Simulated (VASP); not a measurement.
Input of a VASP 6.6.1 run:

The input INCAR:

```
PREC = Accurate
ENCUT = 520
EDIFF = 1E-7
ISMEAR = 0
SIGMA = 0.05
LREAL = F
LASPH = T
NELM = 100
ALGO = Normal
ISIF = 2
LWAVE = F
LCHARG = F
GGA = PE
NBANDS = 11
```

File KPOINTS:

```
regular mesh
0
Gamma
  10 10 10
```

The input POSCAR:

```
AlN
1.0
    0.0000000000      2.1839935596      2.1839935596
    2.1839935596      0.0000000000      2.1839935596
    2.1839935596      2.1839935596      0.0000000000
Al N
1 1
Direct
    0.0356548263      0.0356548263     -0.0356548263
    0.6813184788      0.6813184788      0.8186815212
```

Potentials or basis: VASP PAW PBE potentials, release 64 (Al, N).

Run with:

```bash
$ cat potpaw_PBE.64/Al/POTCAR potpaw_PBE.64/N/POTCAR > POTCAR
$ mpirun -np 1 vasp_std > vasp.out
```

(1) What does it give for the band gap on the k mesh?

(2) What does it give for the largest force?

Answers

(1) 2.31 eV, indirect (least direct gap 2.88 eV).

(2) 5.323 eV/Å.

Caveat: the cell differs from its parent crystal (mode 4 (656.9 1/cm) frozen in, largest displacement -0.300 Å); forces of over 1 eV/Å act on the atoms, so gaps and moduli don't describe the material at rest.
